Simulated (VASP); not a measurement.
# CaHfO (P4/mmm) in VASP: further runs

CaHfO is run at these levels: PBE; tasks: single point, relaxation of cell and atoms.

Program: VASP 6.6.1. These are calculated values, not measurements. Logs are shortened: lines on timing, memory, paths and dates and some standing lists are left out, and cuts for length are marked.

### 1 The cell of the first run

Symmetry: P4/mmm, No. 123, tetragonal system. The conventional cell has a = 3.568 Å, b = 3.568 Å, c = 4.256 Å, α = 90.00°, β = 90.00°, γ = 90.00°. Within 3.4 Å of Ca (site symmetry 4/mmm) lie 4 O at 2.52 Å and 8 Hf at 3.30 Å. Hf (site symmetry 4/mmm) has 2 O at 2.13 Å within 2.8 Å. O (site symmetry 4/mmm) has 2 Hf at 2.13 Å and 4 Ca at 2.52 Å within 2.8 Å.

The cell was generated, and may not be a known phase.

### 2 Single point, PBE

Contents of INCAR:

```
ALGO = Fast
EDIFF = 1E-7
ENCUT = 520
GGA = PE
ISIF = 2
ISMEAR = 0
LASPH = T
LCHARG = F
LREAL = F
LWAVE = F
NBANDS = 20
NELM = 100
PREC = Accurate
SIGMA = 0.1
```

Contents of KPOINTS:

```
k-points
0
Gamma
  14 14 12
```

Contents of POSCAR:

```
CaHfO
1.0
    3.5675180255      0.0000000000      0.0000000000
    0.0000000000      3.5675180255      0.0000000000
    0.0000000000      0.0000000000      4.2555673911
Ca Hf O
1 1 1
Direct
    0.0000000000      0.0000000000      0.0000000000
    0.5000000000      0.5000000000      0.5000000000
    0.5000000000      0.5000000000      0.0000000000
```

Potentials or basis: VASP PAW PBE potentials, release 64 (Ca_sv, Hf_pv, O).

Run with:

```console
cat potpaw_PBE.64/Ca_sv/POTCAR potpaw_PBE.64/Hf_pv/POTCAR potpaw_PBE.64/O/POTCAR > POTCAR
mpirun -np 1 vasp_std > vasp.out
```

OUTCAR:

```text
EDIFF = 1E-7
   ENCUT = 520
   GGA = PE
   ISIF = 2
   ISMEAR = 0
   LASPH = T
   LREAL = F
   NELM = 100
   PREC = Accurate

 ion  position               nearest neighbor table
   1  0.000  0.000  0.000-   3 2.52   3 2.52   3 2.52   3 2.52   2 3.30   2 3.30   2 3.30   2 3.30
                             2 3.30   2 3.30   2 3.30   2 3.30
   2  0.500  0.500  0.500-   3 2.13   3 2.13   1 3.30   1 3.30   1 3.30   1 3.30   1 3.30   1 3.30
                             1 3.30   1 3.30
   3  0.500  0.500  0.000-   2 2.13   2 2.13   1 2.52   1 2.52   1 2.52   1 2.52

  LATTYP: Found a simple tetragonal cell.
 ALAT       =     3.5675180255
 C/A-ratio  =     1.1928650005

  Lattice vectors:

 A1 = (   3.5675180255,   0.0000000000,   0.0000000000)
 A2 = (   0.0000000000,   3.5675180255,   0.0000000000)
 A3 = (   0.0000000000,   0.0000000000,   4.2555673911)

Analysis of symmetry for initial positions (statically):
=====================================================================
 Subroutine PRICEL returns:
 Original cell was already a primitive cell.

 Routine SETGRP: Setting up the symmetry group for a
 simple tetragonal supercell.

 Subroutine GETGRP returns: Found 16 space group operations
 (whereof 16 operations were pure point group operations)
 out of a pool of 16 trial point group operations.

The static configuration has the point symmetry D_4h.

Analysis of symmetry for dynamics (positions and initial velocities):
=====================================================================
 Subroutine PRICEL returns:
 Original cell was already a primitive cell.

 Routine SETGRP: Setting up the symmetry group for a
 simple tetragonal supercell.

 Subroutine GETGRP returns: Found 16 space group operations
 (whereof 16 operations were pure point group operations)
 out of a pool of 16 trial point group operations.

The dynamic configuration has the point symmetry D_4h.

 Subroutine INISYM returns: Found 16 space group operations
 (whereof 16 operations are pure point group operations),
 and found     1 'primitive' translations

----------------------------------------------------------------------------------------

                                     Primitive cell

  volume of cell :      54.1614

  direct lattice vectors                    reciprocal lattice vectors
     3.567518026  0.000000000  0.000000000     0.280306923  0.000000000  0.000000000
     0.000000000  3.567518026  0.000000000     0.000000000  0.280306923  0.000000000
     0.000000000  0.000000000  4.255567391     0.000000000  0.000000000  0.234986292

  length of vectors
     3.567518026  3.567518026  4.255567391     0.280306923  0.280306923  0.234986292

  position of ions in fractional coordinates (direct lattice)
     0.000000000  0.000000000  0.000000000
     0.500000000  0.500000000  0.500000000
     0.500000000  0.500000000  0.000000000

  ion indices of the primitive-cell ions
   primitive index   ion index
                 1           1
                 2           2
                 3           3

----------------------------------------------------------------------------------------

 KPOINTS: k-points

Automatic generation of k-mesh.
 Grid dimensions read from file:
 generate k-points for:   14   14   12

 Generating k-lattice:

  Cartesian coordinates                     Fractional coordinates (reciprocal lattice)
     0.020021923  0.000000000  0.000000000     0.071428571  0.000000000  0.000000000
     0.000000000  0.020021923  0.000000000     0.000000000  0.071428571  0.000000000
     0.000000000  0.000000000  0.019582191     0.000000000  0.000000000  0.083333333

  Length of vectors
     0.020021923  0.020021923  0.019582191

  Shift w.r.t. Gamma in fractional coordinates (k-lattice)
     0.000000000  0.000000000  0.000000000

 Subroutine IBZKPT returns following result:
 ===========================================

 Found    252 irreducible k-points:

 Following reciprocal coordinates:
            Coordinates               Weight
  0.000000  0.000000  0.000000      1.000000
  0.071429  0.000000  0.000000      4.000000
  0.142857  0.000000  0.000000      4.000000
  0.214286  0.000000  0.000000      4.000000
  0.285714  0.000000  0.000000      4.000000
  0.357143  0.000000  0.000000      4.000000
[... 16 lines left out ...]
  0.285714  0.214286  0.000000      8.000000
  0.357143  0.214286  0.000000      8.000000
 [... further k-points ...]
   k-points           NKPTS =    252   k-points in BZ     NKDIM =    252   number of bands    NBANDS=     20
   number of dos      NEDOS =    301   number of ions     NIONS =      3
   total plane-waves  NPLWV =  25088
   dimension x,y,z NGX =    28 NGY =   28 NGZ =   32
   dimension x,y,z NGXF=    56 NGYF=   56 NGZF=   64
   ions per type =               1   1   1
   NGX,Y,Z   is equivalent  to a cutoff of  13.05, 13.05, 12.50 a.u.
   NGXF,Y,Z  is equivalent  to a cutoff of  26.10, 26.10, 25.00 a.u.
 SYSTEM =  unknown system
   PREC   = accura    normal or accurate (medium, high low for compatibility)
   ISTART =      0    job   : 0-new  1-cont  2-samecut
   ICHARG =      2    charge: 1-file 2-atom 10-const
   ISPIN  =      1    spin polarized calculation?
   LNONCOLLINEAR =      F non collinear calculations
   LSORBIT =      F    spin-orbit coupling
   LASPH  =      T    aspherical Exc in radial PAW
   ENCUT  =  520.0 eV  38.22 Ry    6.18 a.u.   6.63  6.63  7.91*2*pi/ulx,y,z
   NELM   =    100;   NELMIN=  2; NELMDL= -5     # of ELM steps
   EDIFF  = 0.1E-06   stopping-criterion for ELM
   LREAL  =      F    real-space projection
   EDIFFG = 0.1E-05   stopping-criterion for IOM
   NSW    =      0    number of steps for IOM
   IBRION =     -1    ionic relax: 0-MD 1-quasi-New 2-CG
   NFREE  =      0    steps in history (QN), initial steepest desc. (CG)
   ISIF   =      2    stress and relaxation
   ISYM   =      2    0-nonsym 1-usesym 2-fastsym
   POTIM  = 0.5000    time-step for ionic-motion
   TEBEG  =    0.0;   TEEND  =   0.0 temperature during run
   PSTRESS=    0.0 pullay stress
   NELECT =      26.0000    total number of electrons
   NUPDOWN=      -1.0000    fix difference up-down
   EMIN   =  10.00;   EMAX   =-10.00  energy-range for DOS
   EFERMI =   0.00;   METHOD = LEGACY
   ISMEAR =     0;   SIGMA  =   0.10  broadening in eV -4-tet -1-fermi 0-gaus
   EFERMI_NEDOS =   21; number of points for ismear=-14 and -15
   IALGO  =     68    algorithm
   IMIX   =      4    mixing-type and parameters
     AMIX     =   0.40;   BMIX     =  1.00
     AMIX_MAG =   1.60;   BMIX_MAG =  1.00
  volume/ion in A,a.u.               =      18.05       121.83
  Fermi-wavevector in a.u.,A,eV,Ry     =   1.281846  2.422339 22.356145  1.643130
  Thomas-Fermi vector in A             =   2.414193
   LORBIT       =      0    0 simple, 1 ext, 2 COOP (PROOUT), +10 PAW based schemes
   GGA     = PE    functional components
   LHFCALC =     F    Hartree Fock is set to
   AEXX    =    0.0000 exact exchange contribution
   IVDW    =     0    specifies the selected vdW correction
   LEPSILON=     F    determine dielectric tensor
   LRPA    =     F    only Hartree local field effects (RPA)
 non-spin polarized calculation
 RMM-DIIS sequential band-by-band and
 Gauss-broadening in eV      SIGMA  =   0.10
  energy-cutoff  :      520.00
  volume of cell :       54.16
 maximum number of plane-waves:      1487
 NGX is ok and might be reduce to    28
   NGX = 13   NGY = 13   NGZ = 15

 number of electron      26.0000000 magnetization

 Free energy of the ion-electron system (eV)
  ---------------------------------------------------
  ext. energy  EPLUGINS =         0.00000000
  ---------------------------------------------------
  free energy    TOTEN  =       -21.67788373 eV

  energy without entropy =      -21.66608168  energy(sigma->0) =      -21.67198271

 E-fermi :   4.8680     XC(G=0): -10.5401

 val. band max:        4.8674031730   @ k =   0.2857   0.2143   0.0833
 cond. band min:       4.8725405351   @ k =   0.2857   0.2857   0.2500
 fundamental gap:      0.0051373622
 Fermi energy:         4.8679802249

 k-point     1 :       0.0000    0.0000    0.0000
  band No.  band energies     occupation
      1     -35.7564      2.00000
      2     -26.5545      2.00000
      3     -26.1159      2.00000
      4     -26.1159      2.00000
      5     -16.7986      2.00000
      6     -16.7986      2.00000
[... 12 lines left out ...]
     19       9.8190      0.00000
     20      10.4640      0.00000

 k-point     2 :       0.0714    0.0000    0.0000
  band No.  band energies     occupation
      1     -35.7554      2.00000
      2     -26.5538      2.00000
      3     -26.1220      2.00000
      4     -26.1154      2.00000
      5     -16.8449      2.00000
      6     -16.7969      2.00000
[... 12 lines left out ...]
     19       9.7993      0.00000
     20       9.8985      0.00000

 k-point     3 :       0.1429    0.0000    0.0000
  band No.  band energies     occupation
      1     -35.7526      2.00000
      2     -26.5518      2.00000
      3     -26.1390      2.00000
      4     -26.1138      2.00000
      5     -16.9621      2.00000
      6     -16.7920      2.00000
[... 12 lines left out ...]
     19       9.2868      0.00000
     20      10.2270      0.00000

 k-point     4 :       0.2143    0.0000    0.0000
  band No.  band energies     occupation
      1     -35.7486      2.00000
      2     -26.5489      2.00000
      3     -26.1635      2.00000
      4     -26.1115      2.00000
      5     -17.1084      2.00000
      6     -16.7851      2.00000
[... 429 lines left out ...]
 k-point    23 :       0.2857    0.2143    0.0000
  band No.  band energies     occupation
      1     -35.7367      2.00000
      2     -26.5406      2.00000
      3     -26.1868      2.00000
      4     -26.1573      2.00000
      5     -17.1893      2.00000
      6     -16.8857      2.00000
[... 12 lines left out ...]
     19       9.3284      0.00000
     20      10.9765      0.00000

 k-point    24 :       0.3571    0.2143    0.0000
  band No.  band energies     occupation
      1     -35.7328      2.00000
      2     -26.5378      2.00000
      3     -26.2113      2.00000
      4     -26.1553      2.00000
      5     -17.2490      2.00000
      6     -16.8752      2.00000
[... 12 lines left out ...]
     19       9.5828      0.00000
     20      11.0298      0.00000

 [... further k-points ...]

------------------------ aborting loop because EDIFF is reached ----------------------------------------

  FORCE on cell =-STRESS in cart. coord.  units (eV):
  Direction    XX          YY          ZZ          XY          YZ          ZX
  --------------------------------------------------------------------------------------
  -------------------------------------------------------------------------------------
  Total        0.0186285      0.0186285     -0.4848070      0.0000000      0.0000000     -0.0000000
  in kB        0.5510584      0.5510584    -14.3413358      0.0000000      0.0000000     -0.0000000
  external PRESSURE =      -4.4130730 kB  Pullay stress =       0.0000000 kB

 VOLUME and BASIS-vectors are now :
 -----------------------------------------------------------------------------
  energy-cutoff  :      520.00
  volume of cell :       54.16
      direct lattice vectors                 reciprocal lattice vectors
     3.567518026  0.000000000  0.000000000     0.280306923  0.000000000  0.000000000
     0.000000000  3.567518026  0.000000000     0.000000000  0.280306923  0.000000000
     0.000000000  0.000000000  4.255567391     0.000000000  0.000000000  0.234986292

 POSITION                                       TOTAL-FORCE (eV/Angst)
 -----------------------------------------------------------------------------------
      0.00000      0.00000      0.00000         0.000000      0.000000      0.000000
      1.78376      1.78376      2.12778         0.000000      0.000000      0.000000
      1.78376      1.78376      0.00000         0.000000      0.000000      0.000000
 -----------------------------------------------------------------------------------
    total drift:                                0.000000      0.000000     -0.000000

  FREE ENERGIE OF THE ION-ELECTRON SYSTEM (eV)
  ---------------------------------------------------
  free  energy   TOTEN  =       -21.6778837275 eV

  energy  without entropy=      -21.6660816844  energy(sigma->0) =      -21.67198271
```

Run time: 11 min. Hardware: 1 thread of Oxide Virtual Turin-like, shared host; peak memory 0.38 GiB.

Results:

| Quantity | Value |
| --- | --- |
| Free energy | -21.6779 eV |
| Pressure | -0.4 GPa |
| Band gap on the k mesh | zero (bands 13 and 14 overlap by 1.26 eV) |

Caveat: spin-orbit coupling is left out, which moves the levels of the heavy elements.

(Continued in part 2 of 2.)
